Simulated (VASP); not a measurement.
SiTe3: relaxation of cell and atoms with PBE

Crystal: SiTe3.

```
CELL_PARAMETERS angstrom
-3.21767 3.21767 3.21767
3.21767 -3.21767 3.21767
3.21767 3.21767 -3.21767
ATOMIC_POSITIONS crystal
Si 0.00000 0.00000 0.00000
Te 0.00000 0.50000 0.50000
Te 0.50000 0.00000 0.50000
Te 0.50000 0.50000 0.00000
```

* Program: VASP 6.6.1
* Task: relaxation of cell and atoms
* Functional: PBE
* Potentials or basis: VASP PAW PBE potentials, release 64 (Si, Te)
* Cutoff: 600 eV
* k mesh: 4 × 4 × 4
* Occupations: gaussian, width 0.1 eV
* Spin: no spin polarisation
* Dipole correction: no
* Further INCAR settings: ALGO = Normal; EDIFF = 1e-07; IBRION = 2; EDIFFG = -0.04; NSW = 90; ISIF = 3

- Relaxed volume: 29.47 Å³/atom
- Relaxed cell: a = 5.350 Å, b = 5.350 Å, c = 5.350 Å, α = 109.47°, β = 109.47°, γ = 109.47°
- Space group after relaxing (to 0.05 Å): Im-3m (No. 229)
- Energy gained by relaxing: 60.8 meV/atom
- Ionic steps: 3
- Pressure after relaxing: 0.0 GPa

Step by step:
```csv
step,energy change (eV),largest force (eV/Å),pressure (GPa),volume (Å³)
1,0.0000,0.0000,-4.56,133.25
2,-0.2371,0.0000,0.93,115.79
3,-0.2433,0.0000,0.03,117.90
```

Final structure:
```
CELL_PARAMETERS angstrom
-3.08898 3.08898 3.08898
3.08898 -3.08898 3.08898
3.08898 3.08898 -3.08898
ATOMIC_POSITIONS crystal
Si 0.00000 0.00000 0.00000
Te 0.00000 0.50000 0.50000
Te 0.50000 0.00000 0.50000
Te 0.50000 0.50000 0.00000
```

Levels at points of the mesh, in eV from the Fermi level:
| k point | band 7 | band 8 | band 9 | band 10 | band 11 | band 12 | band 13 | band 14 | band 15 |
| --- | --- | --- | --- | --- | --- | --- | --- | --- | --- |
| (0.00, 0.00, 0.00) | -5.09 | -3.86 | -3.86 | -3.86 | 1.77 | 1.77 | 1.78 | 1.78 | 1.78 |
| (0.50, 0.00, 0.00) | -2.90 | -2.33 | -2.30 | -2.29 | -1.18 | -0.14 | 0.20 | 0.55 | 2.64 |
| (0.50, 0.50, 0.50) | -5.72 | -2.71 | -2.71 | -2.71 | 2.88 | 2.88 | 2.88 | 4.02 | 4.02 |

Run time: 43 s on 1 thread of AMD EPYC 9R45 96-Core Processor (Zen 5) (shared host), peak memory 0.3 GiB.

Caveat: the bands computed are all filled at some k points, so no gap is given; spin-orbit coupling is left out, which moves the levels of the heavy elements.
